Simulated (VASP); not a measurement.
Here is a VASP 6.6.1 calculation.

The input INCAR:

```
ALGO = Normal
EDIFF = 1E-7
ENCUT = 520
GGA = PE
ISIF = 2
ISMEAR = 0
ISPIN = 2
LASPH = True
LCHARG = False
LDAU = True
LDAUJ = 0 0
LDAUL = 2 -1
LDAUPRINT = 1
LDAUTYPE = 2
LDAUU = 3.9 0
LMAXMIX = 4
LORBIT = 11
LREAL = False
LWAVE = False
MAGMOM = 4 0 0
NBANDS = 24
NELM = 150
PREC = Accurate
SIGMA = 0.02
```

The input KPOINTS:

```
k-points
0
Gamma
  12 12 6
```

The input POSCAR:

```
MnO2
1.0
    2.7165159854      0.0000000000      0.0000000000
   -1.3582579927      2.3525718531      0.0000000000
    0.0000000000      0.0000000000      4.3757619768
Mn O
1 2
Direct
    0.0000000000      0.0000000000      0.5000000000
    0.6666666667      0.3333333333      0.2937074300
    0.3333333333      0.6666666667      0.7062925700
```

Potentials or basis: VASP PAW PBE potentials, release 64 (Mn_pv, O).

Command:

```console
$ cat potpaw_PBE.64/Mn_pv/POTCAR potpaw_PBE.64/O/POTCAR > POTCAR
$ mpirun -np 1 vasp_std > vasp.out
```

Task: What does it give for the site moments?

Result: Mn +2.94; O +0.01 μB.

Task: Estimate the band gap on the k mesh.

Result: 2.39 eV (least direct gap 2.49 eV).

Forces on the atoms (eV/Å):
```
Mn   0.000  0.000  0.000
O    0.000  0.000 -3.289
O    0.000  0.000  3.289
```

Caveat: a cell with one magnetic atom can't hold antiferromagnetic order, which such compounds often take; forces of over 1 eV/Å act on the atoms, so gaps and moduli don't describe the material at rest. The state reached can hang on the start; a lower one may exist.
